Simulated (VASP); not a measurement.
## Mg3Zn5O8: single point with PBEsol

Mg3Zn5O8:

```
Mg Zn O
1.0
     9.77187    0.00000    0.00000
     0.00000   11.28358    0.00000
     0.00000    0.00000   10.28487
Mg Zn O
18 30 48
Direct
  0.16333 0.08183 0.24616
  0.49991 0.08053 0.74783
  0.16856 0.58341 0.74556
  0.66620 0.33250 0.24931
  0.83254 0.58227 0.25017
  0.16368 0.41585 0.49608
  0.16601 0.41529 0.99602
  0.00163 0.66714 0.99928
  0.66829 0.16598 0.99959
  0.49851 0.41548 0.99908
  0.33476 0.66599 0.49443
  0.33434 0.66599 0.99769
  0.83030 0.41844 0.49710
  0.83498 0.41837 0.99647
  0.66767 0.66623 0.49787
  0.49607 0.91620 0.99870
  0.83242 0.91878 0.49772
  0.83526 0.91637 0.99445
  0.16465 0.08506 0.74590
  0.00341 0.33239 0.24691
  0.99832 0.33360 0.74655
  0.49843 0.08180 0.24870
  0.33014 0.33329 0.24905
  0.33179 0.33130 0.74794
  0.16509 0.58335 0.24571
  0.99867 0.83385 0.24771
  0.99931 0.83242 0.74615
  0.83175 0.08777 0.24694
  0.83342 0.08609 0.74847
  0.66640 0.33241 0.74871
  0.50048 0.58322 0.24764
  0.50008 0.58426 0.74639
  0.33448 0.83198 0.24835
  0.33522 0.83434 0.74606
  0.83281 0.58473 0.74521
  0.66941 0.83344 0.24969
  0.66401 0.83333 0.74599
  0.99864 0.16616 0.49753
  0.99729 0.16975 0.99757
  0.33386 0.16628 0.49619
  0.33008 0.16714 0.99584
  0.99832 0.66739 0.49877
  0.66797 0.16533 0.49811
  0.50054 0.41636 0.49454
  0.16849 0.91783 0.49543
  0.16620 0.91564 0.99533
  0.66296 0.66593 0.99751
  0.50088 0.91510 0.49726
  0.99808 0.16773 0.19281
  0.99660 0.16560 0.69197
  0.33166 0.16535 0.19423
  0.33568 0.16784 0.69315
  0.16690 0.41682 0.19213
  0.16874 0.41708 0.68693
  0.00124 0.66278 0.18975
  0.99716 0.66792 0.69393
  0.66707 0.16283 0.19007
  0.66636 0.16654 0.68924
  0.50047 0.41760 0.19048
  0.49996 0.41459 0.68849
  0.33422 0.66411 0.19147
  0.33581 0.66497 0.68848
  0.16687 0.91904 0.18929
  0.16869 0.91852 0.69122
  0.83617 0.41864 0.19092
  0.83134 0.41554 0.68964
  0.66514 0.66846 0.18945
  0.66803 0.66509 0.69478
  0.49841 0.91813 0.18924
  0.50394 0.91320 0.68598
  0.83583 0.91619 0.19046
  0.83305 0.91628 0.68911
  0.16964 0.08286 0.43985
  0.16243 0.08486 0.94072
  0.00307 0.33319 0.43869
  0.00374 0.33037 0.94291
  0.49675 0.08500 0.44046
  0.50006 0.08096 0.93960
  0.33499 0.33244 0.43826
  0.33278 0.33479 0.94130
  0.16480 0.58142 0.43735
  0.16389 0.58269 0.94250
  0.00410 0.83323 0.44112
  0.99590 0.83451 0.94340
  0.82523 0.08336 0.44083
  0.83358 0.08388 0.93797
  0.66677 0.33506 0.44211
  0.66868 0.33317 0.94171
  0.49689 0.58376 0.43779
  0.50080 0.58146 0.93954
  0.33352 0.83388 0.43897
  0.33306 0.83354 0.94049
  0.83657 0.58242 0.44141
  0.83340 0.58254 0.93858
  0.66688 0.83508 0.44283
  0.66604 0.83716 0.94039
```

```yaml
Program: VASP 6.6.1
Task: single point
Functional: PBEsol
Potentials_or_basis: VASP PAW PBE potentials, release 64 (Mg, Zn, O)
Cutoff: 700 eV
k_mesh: 1 × 1 × 1, shifted
Occupations: fermi-dirac, width 0.05 eV
Spin: no spin polarisation
```

```
Pressure               : 0.6 GPa
Largest force          : 1.124 eV/Å
Band gap on the k mesh : 2.43 eV
```

Forces in eV/Å, atoms in the order of the input:
```
Mg   0.231  0.270  0.176
Mg   0.064  0.175 -0.063
Mg  -0.202  0.007  0.392
Mg   0.081 -0.132 -0.052
Mg   0.262  0.308 -0.256
Mg   0.616 -0.095 -0.172
Mg   0.152  0.144  0.302
Mg  -0.325  0.113 -0.268
Mg  -0.283 -0.056 -0.389
Mg   0.337 -0.009 -0.251
Mg  -0.524  0.115 -0.010
Mg  -0.191 -0.017 -0.046
Mg   0.568 -0.522  0.132
Mg  -0.003 -0.302 -0.025
Mg  -0.176  0.009  0.165
Mg   0.292  0.114 -0.014
Mg   0.299 -0.169 -0.024
Mg  -0.405  0.345  0.252
Zn   0.222  0.056  0.167
Zn  -0.345  0.215  0.100
Zn   0.227  0.040  0.185
Zn   0.011  0.153 -0.043
Zn   0.426 -0.079 -0.172
Zn   0.131  0.240  0.029
Zn   0.151  0.004  0.204
Zn   0.472 -0.359 -0.054
Zn   0.056  0.442  0.364
Zn   0.132 -0.539  0.181
Zn  -0.302 -0.418 -0.013
Zn  -0.125 -0.002  0.115
Zn  -0.053 -0.129 -0.075
Zn   0.129 -0.390  0.183
Zn  -0.187  0.124 -0.183
Zn  -0.078 -0.209  0.119
Zn  -0.027 -0.359  0.487
Zn  -0.329  0.301 -0.123
Zn   0.596 -0.232  0.484
Zn   0.013  0.008 -0.124
Zn  -0.081 -0.537  0.123
Zn  -0.135  0.295  0.335
Zn   0.369 -0.120  0.207
Zn   0.426 -0.019 -0.069
Zn  -0.678  0.530  0.087
Zn  -0.201 -0.033  0.178
Zn   0.073 -0.041  0.240
Zn  -0.156  0.083  0.035
Zn   0.413  0.296 -0.373
Zn  -0.220  0.309 -0.403
O    0.158 -0.211 -0.230
O    0.397  0.321 -0.435
O   -0.075  0.125 -0.484
O   -0.223 -0.462 -0.297
O    0.047 -0.024 -0.535
O   -0.378  0.048  0.228
O   -0.519  0.529  0.020
O    0.624 -0.268 -0.329
O   -0.368  0.651 -0.059
O   -0.203 -0.144  0.230
O    0.060 -0.299 -0.078
O   -0.051  0.249  0.120
O   -0.081  0.316 -0.289
O   -0.354  0.302 -0.157
O   -0.005 -0.527 -0.006
O   -0.134 -0.222 -0.117
O   -0.435 -0.311 -0.049
O    0.246  0.161 -0.072
O    0.341 -0.185  0.301
O   -0.259  0.231 -0.841
O    0.278 -0.425  0.118
O   -0.581  0.503  0.368
O   -0.278  0.289 -0.131
O    0.019  0.129  0.031
O   -0.601  0.161 -0.114
O    0.191 -0.175 -0.023
O   -0.728 -0.162  0.307
O   -0.453  0.744 -0.455
O    0.468 -0.366  0.158
O   -0.020  0.281 -0.008
O   -0.323  0.177  0.369
O    0.019 -0.113 -0.014
O    0.159  0.250  0.613
O    0.455 -0.034 -0.454
O   -0.559  0.147  0.017
O    0.651 -0.389 -0.425
O    1.096 -0.126 -0.219
O   -0.119 -0.090  0.419
O    0.115 -0.228 -0.397
O   -0.158 -0.052  0.315
O    0.681  0.083  0.366
O   -0.369  0.005  0.085
O    0.100 -0.200  0.181
O   -0.062 -0.295 -0.178
O   -0.652  0.218 -0.098
O    0.083  0.268  0.338
O    0.239 -0.476 -0.160
O   -0.163 -0.332  0.031
```

Stress tensor (GPa, compression positive):
```
 0.66 -0.20  0.10
-0.20  0.36 -0.02
 0.10 -0.02  0.70
```

Levels at points of the mesh, in eV from the valence-band top:
```csv
k point,band 340,band 341,band 342,band 343,band 344,band 345
"(0.25, 0.25, 0.25)",-0.13,-0.03,0.00,2.43,3.51,3.68
```

Wall time 11 min on 4 MPI ranks on Intel(R) Xeon(R) Platinum 8259CL CPU @ 2.50GHz (Skylake/Cascade Lake), with other jobs on the host, peak memory 0.65 GiB a rank.

Caveat: the PAW data sets were made with another functional, which shifts forces and pressure a little; a shifted mesh leaves out Γ, where band edges can lie. A k mesh can miss the band edges.
